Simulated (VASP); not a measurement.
Write the native input for VASP 6.6.1 that does the following.

| Item | Value |
| --- | --- |
| Task | single point |
| Functional | PBE |
| Dispersion | D3(BJ) |
| Potentials or basis | VASP PAW PBE potentials, release 64 (As, Ga_d) |
| Cutoff | 520 eV |
| k mesh | 8 × 8 × 8 |
| Occupations | fermi-dirac, width 0.05 eV |
| Spin | no spin polarisation |
| Dipole correction | no |
| Further INCAR settings | ALGO = Normal; EDIFF = 1e-07; NBANDS = 16 |

The structure of GaAs lies in POSCAR:

```
GaAs
1.0
    0.0000000000      2.8640496607      2.8640496607
    2.8640496607      0.0000000000      2.8640496607
    2.8640496607      2.8640496607      0.0000000000
As Ga
1 1
Direct
    0.7500000000      0.7500000000      0.7500000000
    0.0000000000      0.0000000000      0.0000000000
```

These files were run (other wordings do the same):

INCAR

```
SYSTEM = GaAs
ALGO = Normal
EDIFF = 1E-7
ENCUT = 520
GGA = PE
ISIF = 2
ISMEAR = -1
IVDW = 12
LASPH = .TRUE.
LCHARG = .TRUE.
LELF = .TRUE.
LREAL = .FALSE.
LVHAR = .TRUE.
LWAVE = .FALSE.
NBANDS = 16
NELM = 60
PREC = Accurate
SIGMA = 0.05
```

KPOINTS

```
k-points
0
G
  8 8 8
  0 0 0
```

Potentials or basis: VASP PAW PBE potentials, release 64 (As, Ga_d).

The run is started by

```console
$ cat potpaw_PBE.64/As/POTCAR potpaw_PBE.64/Ga_d/POTCAR > POTCAR
$ mpirun -np 1 vasp_std > vasp.out
```

It gave:

```json
{
  "Pressure": "-1.6 GPa",
  "Band gap on the k mesh": "0.23 eV, direct",
  "Dispersion energy per atom": "-0.311 eV"
}
```

Wall time 12 s on 1 thread of AMD EPYC 9R45 96-Core Processor (Zen 5), on a shared host, peak memory 0.16 GiB.
